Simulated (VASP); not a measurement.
Crystal: CsTl2.

```
Cs Tl
1.0
     6.99375    0.00000    0.00000
     0.00000    6.99375    0.00000
     0.00000    0.00000    4.50468
Cs Tl
2 4
Direct
  0.00000 0.00000 0.00000
  0.50000 0.50000 0.50000
  0.30600 0.30600 0.00000
  0.19400 0.80600 0.50000
  0.69400 0.69400 0.00000
  0.80600 0.19400 0.50000
```

- Program: VASP 6.6.1
- Task: relaxation of cell and atoms
- Functional: PBE
- Potentials or basis: VASP PAW PBE potentials, release 64 (Cs_sv, Tl_d)
- Cutoff: 600 eV
- k mesh: 4 × 4 × 4
- Occupations: gaussian, width 0.1 eV
- Spin: no spin polarisation

At the start: pressure 13.0 GPa; volume 36.72 Å³/atom.

Problem. How do energy, volume and symmetry change on relaxing?

Solution. Over 20 steps the energy falls by 872.7 meV/atom and the volume is 63.92 Å³/atom (+74.1 %); space group P4_2/mnm (No. 136, to 0.05 Å).

The path:
```tsv
step	energy change (eV)	largest force (eV/Å)	pressure (GPa)	volume (Å³)
1	0.0000	0.8049	12.96	220.34
2	-3.8656	0.2583	1.41	328.84
3	-4.0245	0.2918	0.71	352.59
4	-4.0923	0.3060	-0.16	403.38
5	-4.1005	0.3055	-0.01	392.23
6	-4.1008	0.3058	0.04	388.14
7	-4.1250	0.3048	0.02	388.84
8	-4.2009	0.3049	-0.07	390.87
9	-4.3687	0.3142	-0.22	394.60
10	-4.7535	0.3276	-0.46	400.80
11	-5.0377	0.7819	0.24	408.40
12	-5.0432	0.2505	-0.44	404.64
13	-5.1713	0.0297	-0.25	406.79
14	-5.1742	0.1343	-0.18	407.18
15	-5.1194	0.6580	0.31	388.84
16	-5.1923	0.2567	-0.05	400.91
17	-5.2299	0.0406	-0.13	395.25
18	-5.2317	0.0105	-0.14	393.84
19	-5.2352	0.0247	0.07	378.85
20	-5.2362	0.0152	0.00	383.53
```

Final structure:
```
Cs Tl
1.0
     7.30067    0.00000    0.00000
     0.00000    7.30067    0.00000
     0.00000    0.00000    7.19572
Cs Tl
2 4
Cartesian
  0.0000 0.0000 0.0000
  3.6503 3.6503 3.5979
  2.5770 2.5770 0.0000
  1.0734 6.2273 3.5979
  4.7237 4.7237 0.0000
  6.2273 1.0734 3.5979
```

Caveat: the volume moved by over 15 % at a fixed basis, so the end points are rough.
